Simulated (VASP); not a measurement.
V, 1 atom in the cell. The structure is cubic, space group Im-3m (No. 229). Conventional cell: a = 2.996 Å, b = 2.996 Å, c = 2.996 Å, α = 90.00°, β = 90.00°, γ = 90.00°. V (site symmetry m-3m) has 14 V at 2.60 to 3.00 Å within 3.4 Å. 

| Item | Value |
| --- | --- |
| Program | VASP 6.6.1 |
| Task | single point |
| Functional | PBE |
| Potentials or basis | VASP PAW PBE potentials, release 64 (V_sv) |
| Cutoff | 520 eV |
| k mesh | 20 × 20 × 20 |
| Occupations | gaussian, width 0.1 eV |
| Spin | no spin polarisation |
| Dipole correction | no |
| Further INCAR settings | ALGO = Normal; EDIFF = 1e-07; NBANDS = 12 |

Potentials or basis: VASP PAW PBE potentials, release 64 (V_sv).

Run with:

```bash
$ cat potpaw_PBE.64/V_sv/POTCAR > POTCAR
$ mpirun -np 1 vasp_std > vasp.out
```

Hardware: 1 thread of Intel Xeon 6975P-C, with other jobs on the host.

Q: How long does it take, and how much memory?

A: Run time: 22 s on 1 thread of Intel Xeon 6975P-C, with other jobs on the host, peak memory 0.15 GiB. Counts: scf iterations 14, k points 256.
